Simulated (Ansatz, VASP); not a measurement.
BAs in VASP and in Ansatz

```
B As
1.0
     0.00000    2.38850    2.31684
     2.38850    0.00000    2.31684
     2.38850    2.38850    0.00000
B As
1 1
Direct
  0.00000 0.00000 0.00000
  0.25000 0.25000 0.25000
```

Change from the starting cell: z stretched by -3 %, ions relaxed.

Alike in both runs: functional PBE; k mesh 16 × 16 × 16; occupations fermi-dirac, width 0.02 eV; no spin polarisation.

Ansatz relaxed the structure, and its values are those at the end. VASP's run is a single point on that final structure, the one shown.

|  | VASP | Ansatz |
| --- | --- | --- |
| version | VASP 6.6.1 | Ansatz 0.2.0 |
| potentials or method | VASP PAW PBE potentials, release 64 (B, As_d) | plane-wave PAW, scalar-relativistic |
| plane-wave cutoff (eV) | 560 | 420 |
| valence electrons in the cell | 18 | 18 |

Ansatz gave:

| Property | Result |
| --- | --- |
| pressure (GPa) | 7.4 |

**Question.** Estimate VASP's values.

**Answer.** Pressure (GPa): 7.1.

Ansatz's warnings: stress scf threshold loose.
